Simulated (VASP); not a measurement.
# Ba (Fm-3m) in VASP: further runs

Runs on Ba. Level: LDA. Tasks: single point.

Program: VASP 6.6.1. These are calculated values, not measurements. Logs are shortened: lines on timing, memory, paths and dates and some standing lists are left out, and cuts for length are marked.

## (1) The cell of the first run

It takes space group Fm-3m (No. 225, cubic). Conventional cell: a = 5.149 Å, b = 5.149 Å, c = 5.149 Å, α = 90.00°, β = 90.00°, γ = 90.00°. Ba (site symmetry m-3m) has 12 Ba at 3.64 Å within 4.8 Å.

This isn't the form of Ba at room conditions, which is bcc.

## (2) Single point, LDA

INCAR

```
PREC = Accurate
ENCUT = 520
EDIFF = 1E-7
ISMEAR = -1
SIGMA = 0.1
LREAL = F
LASPH = T
NELM = 60
ALGO = Normal
ISIF = 2
LWAVE = F
LCHARG = F
GGA = CA
NBANDS = 11
```

KPOINTS

```
regular mesh
0
Gamma
  16 16 16
```

POSCAR

```
Ba
1.0
    0.0000000000      2.5742648881      2.5742648881
    2.5742648881      0.0000000000      2.5742648881
    2.5742648881      2.5742648881      0.0000000000
Ba
1
Direct
    0.0000000000      0.0000000000      0.0000000000
```

Potentials or basis: VASP PAW LDA potentials, release 64 (Ba_sv).

The run is started by

```sh
> cat potpaw_LDA.64/Ba_sv/POTCAR > POTCAR
> mpirun -np 1 vasp_std > vasp.out
```

OUTCAR:

```text
PREC = Accurate
   ENCUT = 520
   EDIFF = 1E-7
   ISMEAR = -1
   LREAL = F
   LASPH = T
   NELM = 60
   ISIF = 2
   GGA = CA

 ion  position               nearest neighbor table
   1  0.000  0.000  0.000-

  LATTYP: Found a face centered cubic cell.
 ALAT       =     5.1485297762

  Lattice vectors:

 A1 = (   0.0000000000,   2.5742648881,   2.5742648881)
 A2 = (   2.5742648881,   0.0000000000,   2.5742648881)
 A3 = (   2.5742648881,   2.5742648881,   0.0000000000)

Analysis of symmetry for initial positions (statically):
=====================================================================
 Subroutine PRICEL returns:
 Original cell was already a primitive cell.

 Routine SETGRP: Setting up the symmetry group for a
 face centered cubic supercell.

 Subroutine GETGRP returns: Found 48 space group operations
 (whereof 48 operations were pure point group operations)
 out of a pool of 48 trial point group operations.

The static configuration has the point symmetry O_h .

Analysis of symmetry for dynamics (positions and initial velocities):
=====================================================================
 Subroutine PRICEL returns:
 Original cell was already a primitive cell.

 Routine SETGRP: Setting up the symmetry group for a
 face centered cubic supercell.

 Subroutine GETGRP returns: Found 48 space group operations
 (whereof 48 operations were pure point group operations)
 out of a pool of 48 trial point group operations.

The dynamic configuration has the point symmetry O_h .

 Subroutine INISYM returns: Found 48 space group operations
 (whereof 48 operations are pure point group operations),
 and found     1 'primitive' translations

----------------------------------------------------------------------------------------

                                     Primitive cell

  volume of cell :      34.1185

  direct lattice vectors                    reciprocal lattice vectors
     0.000000000  2.574264888  2.574264888    -0.194230206  0.194230206  0.194230206
     2.574264888  0.000000000  2.574264888     0.194230206 -0.194230206  0.194230206
     2.574264888  2.574264888  0.000000000     0.194230206  0.194230206 -0.194230206

  length of vectors
     3.640560318  3.640560318  3.640560318     0.336416585  0.336416585  0.336416585

  position of ions in fractional coordinates (direct lattice)
     0.000000000  0.000000000  0.000000000

  ion indices of the primitive-cell ions
   primitive index   ion index
                 1           1

----------------------------------------------------------------------------------------

 KPOINTS: regular mesh

Automatic generation of k-mesh.
 Grid dimensions read from file:
 generate k-points for:   16   16   16

 Generating k-lattice:

  Cartesian coordinates                     Fractional coordinates (reciprocal lattice)
    -0.012139388  0.012139388  0.012139388     0.062500000  0.000000000  0.000000000
     0.012139388 -0.012139388  0.012139388     0.000000000  0.062500000  0.000000000
     0.012139388  0.012139388 -0.012139388     0.000000000  0.000000000  0.062500000

  Length of vectors
     0.021026037  0.021026037  0.021026037

  Shift w.r.t. Gamma in fractional coordinates (k-lattice)
     0.000000000  0.000000000  0.000000000

 Subroutine IBZKPT returns following result:
 ===========================================

 Found    145 irreducible k-points:

 Following reciprocal coordinates:
            Coordinates               Weight
  0.000000  0.000000  0.000000      1.000000
  0.062500  0.000000  0.000000      8.000000
  0.125000  0.000000  0.000000      8.000000
  0.187500  0.000000  0.000000      8.000000
  0.250000  0.000000  0.000000      8.000000
  0.312500  0.000000  0.000000      8.000000
[... 16 lines left out ...]
 -0.125000  0.062500  0.000000     24.000000
 -0.062500  0.062500  0.000000     12.000000
 [... further k-points ...]
   k-points           NKPTS =    145   k-points in BZ     NKDIM =    145   number of bands    NBANDS=     11
   number of dos      NEDOS =    301   number of ions     NIONS =      1
   total plane-waves  NPLWV =  21952
   dimension x,y,z NGX =    28 NGY =   28 NGZ =   28
   dimension x,y,z NGXF=    56 NGYF=   56 NGZF=   56
   ions per type =               1
   NGX,Y,Z   is equivalent  to a cutoff of  12.79, 12.79, 12.79 a.u.
   NGXF,Y,Z  is equivalent  to a cutoff of  25.57, 25.57, 25.57 a.u.
 SYSTEM =  unknown system
   PREC   = accura    normal or accurate (medium, high low for compatibility)
   ISTART =      0    job   : 0-new  1-cont  2-samecut
   ICHARG =      2    charge: 1-file 2-atom 10-const
   ISPIN  =      1    spin polarized calculation?
   LNONCOLLINEAR =      F non collinear calculations
   LSORBIT =      F    spin-orbit coupling
   LASPH  =      T    aspherical Exc in radial PAW
   ENCUT  =  520.0 eV  38.22 Ry    6.18 a.u.   6.77  6.77  6.77*2*pi/ulx,y,z
   NELM   =     60;   NELMIN=  2; NELMDL= -5     # of ELM steps
   EDIFF  = 0.1E-06   stopping-criterion for ELM
   LREAL  =      F    real-space projection
   EDIFFG = 0.1E-05   stopping-criterion for IOM
   NSW    =      0    number of steps for IOM
   IBRION =     -1    ionic relax: 0-MD 1-quasi-New 2-CG
   NFREE  =      0    steps in history (QN), initial steepest desc. (CG)
   ISIF   =      2    stress and relaxation
   ISYM   =      2    0-nonsym 1-usesym 2-fastsym
   POTIM  = 0.5000    time-step for ionic-motion
   TEBEG  =    0.0;   TEEND  =   0.0 temperature during run
   PSTRESS=    0.0 pullay stress
   NELECT =      10.0000    total number of electrons
   NUPDOWN=      -1.0000    fix difference up-down
   EMIN   =  10.00;   EMAX   =-10.00  energy-range for DOS
   EFERMI =   0.00;   METHOD = LEGACY
   ISMEAR =    -1;   SIGMA  =   0.10  broadening in eV -4-tet -1-fermi 0-gaus
   EFERMI_NEDOS =   21; number of points for ismear=-14 and -15
   IALGO  =     38    algorithm
   IMIX   =      4    mixing-type and parameters
     AMIX     =   0.40;   BMIX     =  1.00
     AMIX_MAG =   1.60;   BMIX_MAG =  1.00
  volume/ion in A,a.u.               =      34.12       230.24
  Fermi-wavevector in a.u.,A,eV,Ry     =   1.087456  2.054993 16.089706  1.182560
  Thomas-Fermi vector in A             =   2.223616
   LORBIT       =      0    0 simple, 1 ext, 2 COOP (PROOUT), +10 PAW based schemes
   GGA     = CA    functional components
   LHFCALC =     F    Hartree Fock is set to
   AEXX    =    0.0000 exact exchange contribution
   IVDW    =     0    specifies the selected vdW correction
   LEPSILON=     F    determine dielectric tensor
   LRPA    =     F    only Hartree local field effects (RPA)
 non-spin polarized calculation
  energy-cutoff  :      520.00
  volume of cell :       34.12
 maximum number of plane-waves:       941
   NGX = 13   NGY = 13   NGZ = 13

 number of electron      10.0000000 magnetization

 Free energy of the ion-electron system (eV)
  ---------------------------------------------------
  ext. energy  EPLUGINS =         0.00000000
  ---------------------------------------------------
  free energy    TOTEN  =        -1.88638202 eV

  energy without entropy =       -1.84243037  energy(sigma->0) =       -1.86440619

 E-fermi :   4.0995     XC(G=0):  -9.8841

 val. band max:        4.0893193364   @ k =  -0.2500   0.3750   0.1250
 cond. band min:       4.1402083095   @ k =   0.2500   0.2500   0.0000
 fundamental gap:      0.0508889731
 Fermi energy:         4.0995112618

 k-point     1 :       0.0000    0.0000    0.0000
  band No.  band energies     occupation
      1     -24.3014      2.00000
      2      -8.1416      2.00000
      3      -8.1416      2.00000
      4      -8.1416      2.00000
      5       1.7819      2.00000
      6       6.4039      0.00000
      7       6.4039      0.00000
      8       6.4039      0.00000
      9       9.5174      0.00000
     10       9.5174      0.00000
     11      11.5179      0.00000

 k-point     2 :       0.0625    0.0000    0.0000
  band No.  band energies     occupation
      1     -24.2851      2.00000
      2      -8.2665      2.00000
      3      -8.1547      2.00000
      4      -8.1547      2.00000
      5       1.9441      2.00000
      6       6.2490      0.00000
      7       6.4739      0.00000
      8       6.4739      0.00000
      9       9.3819      0.00000
     10       9.3819      0.00000
     11      11.8544      0.00000

 k-point     3 :       0.1250    0.0000    0.0000
  band No.  band energies     occupation
      1     -24.2383      2.00000
      2      -8.6050      2.00000
      3      -8.1917      2.00000
      4      -8.1917      2.00000
      5       2.3666      2.00000
      6       5.9345      0.00000
      7       6.6464      0.00000
      8       6.6464      0.00000
      9       9.1062      0.00000
     10       9.1062      0.00000
     11      12.6071      0.00000

 k-point     4 :       0.1875    0.0000    0.0000
  band No.  band energies     occupation
      1     -24.1669      2.00000
      2      -9.0724      2.00000
      3      -8.2460      2.00000
      4      -8.2460      2.00000
      5       2.8553      1.99999
      6       5.7579      0.00000
      7       6.7872      0.00000
      8       6.7872      0.00000
      9       8.9792      0.00000
     10       8.9792      0.00000
     11      12.6472      0.00000
[... 239 lines left out ...]
 k-point    22 :      -0.1875    0.0625    0.0000
  band No.  band energies     occupation
      1     -24.1271      2.00000
      2      -9.2593      2.00000
      3      -8.3810      2.00000
      4      -8.2324      2.00000
      5       3.1223      1.99989
      6       5.6173      0.00000
      7       6.7911      0.00000
      8       6.8756      0.00000
      9       8.4502      0.00000
     10       9.6069      0.00000
     11      12.8473      0.00000

 k-point    23 :      -0.1250    0.0625    0.0000
  band No.  band energies     occupation
      1     -24.2036      2.00000
      2      -8.7945      2.00000
      3      -8.3023      2.00000
      4      -8.1829      2.00000
      5       2.6632      2.00000
      6       5.7004      0.00000
      7       6.7545      0.00000
      8       6.8035      0.00000
      9       8.5659      0.00000
     10       9.3912      0.00000
     11      13.0834      0.00000

 k-point    24 :      -0.0625    0.0625    0.0000
  band No.  band energies     occupation
      1     -24.2587      2.00000
      2      -8.4361      2.00000
      3      -8.2224      2.00000
      4      -8.1553      2.00000
      5       2.1966      2.00000
      6       6.0061      0.00000
      7       6.5598      0.00000
      8       6.6398      0.00000
      9       8.9743      0.00000
     10       9.4258      0.00000
     11      12.3541      0.00000

 [... further k-points ...]
[... 5 lines left out ...]
  --------------------------------------------------------------------------------------
  -------------------------------------------------------------------------------------
  Total        1.7537542      1.7537542      1.7537542      0.0000000      0.0000000     -0.0000000
  in kB       82.3549318     82.3549318     82.3549318      0.0000000      0.0000000     -0.0000000
  external PRESSURE =      82.3549318 kB  Pullay stress =       0.0000000 kB

 VOLUME and BASIS-vectors are now :
 -----------------------------------------------------------------------------
  energy-cutoff  :      520.00
  volume of cell :       34.12
      direct lattice vectors                 reciprocal lattice vectors
     0.000000000  2.574264888  2.574264888    -0.194230206  0.194230206  0.194230206
     2.574264888  0.000000000  2.574264888     0.194230206 -0.194230206  0.194230206
     2.574264888  2.574264888  0.000000000     0.194230206  0.194230206 -0.194230206

 POSITION                                       TOTAL-FORCE (eV/Angst)
 -----------------------------------------------------------------------------------
      0.00000      0.00000      0.00000        -0.000000      0.000000     -0.000000
 -----------------------------------------------------------------------------------
    total drift:                                0.000000      0.000000      0.000000

  FREE ENERGIE OF THE ION-ELECTRON SYSTEM (eV)
  ---------------------------------------------------
  free  energy   TOTEN  =        -1.8863820190 eV

  energy  without entropy=       -1.8424303687  energy(sigma->0) =       -1.86440619
```

It took 44 s on 1 thread of Intel Xeon Platinum 8259CL at 2.50GHz (Skylake/Cascade Lake), shared host; peak memory 0.18 GiB.

Results:

| Item | Value |
| --- | --- |
| Free energy | -1.8864 eV |
| Pressure | 8.2 GPa |
| Band gap on the k mesh | zero (bands 5 and 6 overlap by 1.76 eV) |

Levels at points of the mesh, in eV from the Fermi level:
```csv
k point,band 3,band 4,band 5,band 6,band 7,band 8
"(0.00, 0.00, 0.00)",-12.24,-12.24,-2.32,2.30,2.30,2.30
"(0.50, 0.00, 0.00)",-12.56,-12.56,-1.26,1.99,1.99,4.20
"(0.50, 0.50, 0.00)",-13.17,-13.17,-1.91,-1.20,6.28,8.07
```

Caveat: the cell stands under pressure; spin-orbit coupling is left out, which moves the levels of the heavy elements.

## (3) Single point, LDA

This run uses another cell than the first one, of 39.35 Å³/atom.

INCAR

```
ALGO = Normal
EDIFF = 1E-6
ENCUT = 520
GGA = CA
ISIF = 2
ISMEAR = -1
LASPH = True
LCHARG = False
LREAL = False
LWAVE = False
NBANDS = 11
NELM = 80
PREC = Accurate
SIGMA = 0.1
```

KPOINTS

```
k-points
0
Gamma
  16 16 16
```

POSCAR

```
Ba
1.0
    0.0000000000      2.6997027025      2.6997027025
    2.6997027025      0.0000000000      2.6997027025
    2.6997027025      2.6997027025      0.0000000000
Ba
1
Direct
    0.0000000000      0.0000000000      0.0000000000
```

Potentials or basis: VASP PAW LDA potentials, release 64 (Ba_sv).

The run is started by

```sh
> cat potpaw_LDA.64/Ba_sv/POTCAR > POTCAR
> mpirun -np 1 vasp_std > vasp.out
```

OUTCAR:

```text
EDIFF = 1E-6
   ENCUT = 520
   GGA = CA
   ISIF = 2
   ISMEAR = -1
   LASPH = True
   LREAL = False
   NELM = 80
   PREC = Accurate

 ion  position               nearest neighbor table
   1  0.000  0.000  0.000-

  LATTYP: Found a face centered cubic cell.
 ALAT       =     5.3994054050

  Lattice vectors:

 A1 = (   0.0000000000,   2.6997027025,   2.6997027025)
 A2 = (   2.6997027025,   0.0000000000,   2.6997027025)
 A3 = (   2.6997027025,   2.6997027025,   0.0000000000)

Analysis of symmetry for initial positions (statically):
[... 506 lines left out ...]
      6       5.1875      0.00000
      7       5.6747      0.00000
      8       5.7250      0.00000
      9       7.7660      0.00000
     10       8.1398      0.00000
     11      11.1833      0.00000

 [... further k-points ...]
[... 5 lines left out ...]
  --------------------------------------------------------------------------------------
  -------------------------------------------------------------------------------------
  Total        1.1202600      1.1202600      1.1202600      0.0000000      0.0000000     -0.0000000
  in kB       45.6091090     45.6091090     45.6091090      0.0000000      0.0000000     -0.0000000
  external PRESSURE =      45.6091090 kB  Pullay stress =       0.0000000 kB

 VOLUME and BASIS-vectors are now :
 -----------------------------------------------------------------------------
  energy-cutoff  :      520.00
  volume of cell :       39.35
      direct lattice vectors                 reciprocal lattice vectors
     0.000000000  2.699702703  2.699702703    -0.185205578  0.185205578  0.185205578
     2.699702703  0.000000000  2.699702703     0.185205578 -0.185205578  0.185205578
     2.699702703  2.699702703  0.000000000     0.185205578  0.185205578 -0.185205578

 POSITION                                       TOTAL-FORCE (eV/Angst)
 -----------------------------------------------------------------------------------
      0.00000      0.00000      0.00000         0.000000      0.000000      0.000000
 -----------------------------------------------------------------------------------
    total drift:                                0.000000     -0.000000     -0.000000

  FREE ENERGIE OF THE ION-ELECTRON SYSTEM (eV)
  ---------------------------------------------------
  free  energy   TOTEN  =        -2.0901869887 eV

  energy  without entropy=       -2.0433863909  energy(sigma->0) =       -2.06678669
```

OSZICAR:

```text
N       E                     dE             d eps       ncg     rms          rms(c)
DAV:   1     0.452004050612E+02    0.45200E+02   -0.48034E+03  3190   0.803E+02
DAV:   2    -0.406735550964E+00   -0.45607E+02   -0.44200E+02  3869   0.144E+02
DAV:   3    -0.210222336865E+01   -0.16955E+01   -0.16770E+01  4021   0.260E+01
DAV:   4    -0.213939798299E+01   -0.37175E-01   -0.37129E-01  3875   0.375E+00
DAV:   5    -0.214073517846E+01   -0.13372E-02   -0.13371E-02  4191   0.542E-01    0.379E+00
DAV:   6    -0.210530851075E+01    0.35427E-01   -0.33086E-02  4802   0.123E+00    0.210E+00
DAV:   7    -0.209038488455E+01    0.14924E-01   -0.34541E-02  4926   0.127E+00    0.189E-01
DAV:   8    -0.209018669269E+01    0.19819E-03   -0.58678E-04  3777   0.157E-01    0.230E-02
DAV:   9    -0.209018845853E+01   -0.17658E-05   -0.72000E-06  3844   0.188E-02    0.828E-03
DAV:  10    -0.209018697872E+01    0.14798E-05   -0.21174E-06  3632   0.939E-03    0.931E-04
DAV:  11    -0.209018698872E+01   -0.10007E-07   -0.10227E-08  2024   0.784E-04
   1 F= -.20901870E+01 E0= -.20667867E+01  d E =-.468006E-01
```

stdout:

```text
POSCAR found type information on POSCAR Ba
 POSCAR found :  1 types and       1 ions
 scaLAPACK will be used
 LDA part: xc-table for (Slater(with rela. corr.)+CA(PZ))
 , standard interpolation
 POSCAR, INCAR and KPOINTS ok, starting setup
 FFT: planning ... GRIDC
 FFT: planning ... GRID_SOFT
 FFT: planning ... GRID
 WAVECAR not read
 entering main loop
```

It took 43 s on 1 thread of Intel Xeon Platinum 8259CL at 2.50GHz (Skylake/Cascade Lake), shared host; peak memory 0.18 GiB.

What came out:

```
Free energy            : -2.0902 eV
Pressure               : 4.6 GPa
Band gap on the k mesh : zero (bands 5 and 6 overlap by 1.22 eV)
```

Levels at points of the mesh, in eV from the Fermi level:
```csv
k point,band 3,band 4,band 5,band 6,band 7,band 8
"(0.00, 0.00, 0.00)",-12.62,-12.62,-2.61,2.20,2.20,2.20
"(0.50, 0.00, 0.00)",-12.85,-12.85,-1.18,1.94,1.94,3.27
"(0.50, 0.50, 0.00)",-13.27,-13.27,-1.56,-0.85,4.95,7.10
```

Caveat: the cell stands under pressure; spin-orbit coupling is left out, which moves the levels of the heavy elements.

## (4) Single point, LDA

This run uses another cell than the first one, of 44.85 Å³/atom.

INCAR

```
ALGO = Normal ; EDIFF = 1E-7
ENCUT = 520 ; GGA = CA
ISIF = 2 ; ISMEAR = -1
LASPH = T ; LCHARG = T
LELF = T ; LREAL = F
LVHAR = T ; LWAVE = F
NBANDS = 11 ; NELM = 100
PREC = Accurate ; SIGMA = 0.1
```

KPOINTS is that of step 3.

POSCAR

```
Ba
1.0
    0.0000000000      2.8199614004      2.8199614004
    2.8199614004      0.0000000000      2.8199614004
    2.8199614004      2.8199614004      0.0000000000
Ba
1
Direct
    0.0000000000      0.0000000000      0.0000000000
```

The run is started by

```sh
> cat potpaw_LDA.64/Ba_sv/POTCAR > POTCAR
> mpirun -np 1 vasp_std > vasp.out
```

It took 60 s on 1 thread of Intel Xeon Platinum 8259CL at 2.50GHz (Skylake/Cascade Lake), shared host; peak memory 0.2 GiB.

The run converged. Its results:

```
Free energy            : -2.2041 eV
Pressure               : 2.3 GPa
Band gap on the k mesh : zero (bands 5 and 6 overlap by 0.92 eV)
```

Levels at points of the mesh, in eV from the Fermi level:
```tsv
k point	band 2	band 3	band 4	band 5	band 6	band 7	band 8	band 9
(0.00, 0.00, 0.00)	-12.96	-12.96	-12.96	-2.76	2.09	2.09	2.09	4.39
(0.50, 0.00, 0.00)	-14.26	-13.12	-13.12	-1.12	1.86	1.86	2.51	6.24
(0.50, 0.50, 0.00)	-14.17	-13.42	-13.42	-1.30	-0.61	3.94	6.29	6.84
```

Caveat: spin-orbit coupling is left out, which moves the levels of the heavy elements.

[end of part 1 of 2]
